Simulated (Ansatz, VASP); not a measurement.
**Two plane-wave programs on CdS**

The input INCAR:

```
SYSTEM = CdS
ALGO = Normal
EDIFF = 1E-6
ENCUT = 500
GGA = CA
GGA_COMPAT = .False.
ISIF = 2
ISMEAR = 0
LASPH = .True.
LCHARG = .False.
LREAL = .False.
LWAVE = .False.
NBANDS = 16
NELM = 120
PREC = Accurate
SIGMA = 0.02
```

Contents of KPOINTS:

```
k-points
0
Gamma
  8 8 8
  0 0 0
```

Contents of POSCAR:

```
CdS
1.0
    0.0000000000      2.8782482513      2.8782482513
    2.8782482513      0.0000000000      2.8782482513
    2.8782482513      2.8782482513      0.0000000000
Cd S
1 1
Direct
    0.0000000000      0.0000000000      0.0000000000
    0.2500000000      0.2500000000      0.2500000000
```

Input for Ansatz:

```yaml
crystal:
  lattice:
    - [0.0, 2.8782482531, 2.8782482531]
    - [2.8782482531, 0.0, 2.8782482531]
    - [2.8782482531, 2.8782482531, 0.0]
  atoms:
    - { symbol: Cd, position: [0.0, 0.0, 0.0] }
    - { symbol: S, position: [0.25, 0.25, 0.25] }
basis:
  ecutwfc: 420
kpoints:
  mp_grid: { grid: [8, 8, 8] }
  band_path:
    path:
      - [[0.0, 0.0, 0.0], [-0.5, -0.5, 0.0], [-0.375, -0.375, 0.25]]
      - [[-0.375, 0.0, 0.375], [0.0, 0.0, 0.0], [0.0, 0.0, 0.5], [-0.5, -0.25, 0.25], [-0.5, -0.5, 0.0]]
    npoints: 10
hamiltonian:
  xc: lda
  pseudopotentials: { kind: paw, azcp: { folder: soft_1 } }
scf:
  occupations: { method: gaussian, width: 0.02 }
  n_extra_bands: 7
output:
  forces: true
  stress: true
  eigenvalues: true
```

Alike in both runs: task single point; functional LDA; k mesh 8 × 8 × 8; occupations gaussian, width 0.02 eV; no spin polarisation.

|  | VASP | Ansatz |
| --- | --- | --- |
| version | VASP 6.6.1 | Ansatz 0.2.0 |
| potentials or method | VASP PAW LDA potentials, release 64 (Cd, S), cutoff 500 eV | scalar-relativistic, plane waves, PAW |
| valence electrons in the cell | 18 | 26 |

Ansatz gave:

```
gap on the k mesh at the Fermi level (eV) : 0.95
least direct gap on the mesh (eV)         : 0.95
pressure (GPa)                            : 0.0
```

Question: Estimate VASP's values.

Answer: gap on the k mesh at the Fermi level (eV): 0.98; least direct gap on the mesh (eV): 0.98; pressure (GPa): 0.6.

Ansatz warns that its potentials were made for another functional, while VASP's fit it. LDA's correlation is that of Perdew and Zunger in VASP and of Perdew and Wang (1992) in Ansatz. VASP's potentials hold 18 valence electrons a cell and Ansatz's 26, so a difference there can come from the potentials and not from the codes.
